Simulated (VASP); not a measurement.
TlSi2Pd2: single point with r2SCAN

TlSi2Pd2:

```
Tl Si Pd
1.0
     0.00000    4.21455    0.00000
     4.21455    0.00000    0.00000
     2.10727    2.10727   -5.03320
Tl Si Pd
1 2 2
Direct
  0.00000 0.00000 0.00000
  0.38500 0.38500 0.23000
  0.61500 0.61500 0.77000
  0.75000 0.25000 0.50000
  0.25000 0.75000 0.50000
```

```
Program                : VASP 6.6.1
Task                   : single point
Functional             : r2SCAN
Potentials or basis    : VASP PAW PBE potentials, release 64 (Tl_d, Si, Pd)
Cutoff                 : 520 eV
k mesh                 : 9 × 9 × 9
Occupations            : fermi-dirac, width 0.1 eV
Spin                   : no spin polarisation
Dipole correction      : no
Further INCAR settings : ALGO = Normal; EDIFF = 1e-06; NBANDS = 28
```

```yaml
Pressure: -1.9 GPa
Largest_force: 0.891 eV/Å
```

Forces in eV/Å, atoms in the order of the input:
```
Tl   0.000  0.000  0.000
Si   0.000  0.000 -0.891
Si   0.000  0.000  0.891
Pd   0.000  0.000  0.000
Pd   0.000  0.000  0.000
```

Stress tensor (GPa, compression positive):
```
-1.71  0.00  0.00
 0.00 -1.71  0.00
 0.00  0.00 -2.39
```

Levels at points of the mesh, in eV from the Fermi level:
```tsv
k point	band 18	band 19	band 20	band 21	band 22	band 23
(0.00, 0.00, 0.00)	-1.85	-1.55	0.21	0.21	0.62	0.62
```

It took 22 min on 1 thread of Oxide Virtual Turin-like Processor (shared host), peak memory 0.32 GiB.

Caveat: the PAW data sets were made with another functional, which shifts forces and pressure a little; spin-orbit coupling is left out, which moves the levels of the heavy elements.
